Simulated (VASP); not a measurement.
## Li2P: relaxation of cell and atoms with PBE

Crystal: Li2P.

```xyz
6
Lattice="4.2888 0.0000 0.0000 -2.1444 3.7142 0.0000 0.0000 0.0000 6.9645" Properties=species:S:1:pos:R:3 pbc="T T T"
Li    0.0000    0.0000    0.0000
Li    0.0000    2.4761    1.5290
Li    2.1444    1.2381    3.4823
Li    0.0000    2.4761    5.4355
P     2.1444    1.2381    1.1390
P     2.1444    1.2381    5.8255
```

| Quantity | Value |
| --- | --- |
| Program | VASP 6.6.1 |
| Task | relaxation of cell and atoms |
| Functional | PBE |
| Potentials or basis | VASP PAW PBE potentials, release 64 (Li_sv, P) |
| Cutoff | 600 eV |
| k mesh | 6 × 6 × 4 |
| Occupations | gaussian, width 0.1 eV |
| Spin | no spin polarisation |
| Dipole correction | no |
| Further INCAR settings | ALGO = Normal; EDIFF = 1e-06; IBRION = 2; EDIFFG = -0.04; NSW = 90; ISIF = 3 |

| Property | Result |
| --- | --- |
| Relaxed volume | 18.44 Å³/atom |
| Relaxed cell | a = 4.300 Å, b = 4.300 Å, c = 6.909 Å, α = 90.00°, β = 90.00°, γ = 120.00° |
| Space group after relaxing (to 0.05 Å) | P-6m2 (No. 187) |
| Energy gained by relaxing | 0.6 meV/atom |
| Ionic steps | 4 |
| Pressure after relaxing | 0.0 GPa |
| Largest force after relaxing | 0.032 eV/Å |
| Band gap on the k mesh | zero (band 11 reaches 2.97 eV, above the bottom of band 12 at 2.64 eV) |

Forces in eV/Å, atoms in the order of the input:
```
Li   0.000  0.000  0.000
Li   0.000  0.000  0.014
Li   0.000  0.000  0.000
Li   0.000  0.000 -0.014
P    0.000  0.000  0.032
P    0.000  0.000 -0.032
```

Stress tensor (GPa, compression positive):
```
 0.06  0.00  0.00
 0.00  0.06  0.00
 0.00  0.00 -0.04
```

Step by step:
| step | energy change (eV) | largest force (eV/Å) | pressure (GPa) | volume (Å³) |
| --- | --- | --- | --- | --- |
| 1 | 0.0000 | 0.0924 | -0.18 | 110.94 |
| 2 | -0.0032 | 0.0803 | 0.05 | 110.61 |
| 3 | -0.0032 | 0.0868 | 0.06 | 110.60 |
| 4 | -0.0038 | 0.0319 | 0.02 | 110.65 |

Final structure:
```
Li P
1.0
     4.30019    0.00000    0.00000
    -2.15009    3.72407    0.00000
     0.00000    0.00000    6.90948
Li P
4 2
Cartesian
  0.0000 0.0000 0.0000
  0.0000 2.4827 1.5168
  2.1501 1.2414 3.4547
  0.0000 2.4827 5.3927
  2.1501 1.2414 1.1290
  2.1501 1.2414 5.7805
```

Levels at points of the mesh, in eV from the Fermi level:
| k point | band 7 | band 8 | band 9 | band 10 | band 11 | band 12 | band 13 | band 14 | band 15 |
| --- | --- | --- | --- | --- | --- | --- | --- | --- | --- |
| (0.00, 0.00, 0.00) | -4.46 | -2.28 | -2.28 | 0.20 | 0.20 | 1.38 | 1.48 | 1.80 | 2.92 |
| (0.50, 0.00, 0.00) | -4.52 | -3.76 | -3.11 | -1.92 | -0.52 | 0.18 | 2.11 | 2.16 | 3.83 |
| (0.00, 0.00, 0.50) | -4.05 | -2.22 | -2.22 | -0.80 | -0.04 | -0.04 | 1.74 | 3.06 | 3.06 |
| (0.50, 0.00, 0.50) | -4.40 | -3.70 | -3.04 | -2.52 | -0.82 | 1.13 | 1.92 | 2.07 | 3.86 |

Run time: 2.5 min on 1 thread of Intel(R) Xeon(R) Platinum 8375C CPU @ 2.90GHz (Ice Lake), on a shared host, peak memory 0.26 GiB.

Caveat: the cutoff is under 1.25 times the usual one of these potentials, so pressure, stress and relaxed cells hold a basis-set (Pulay) error.
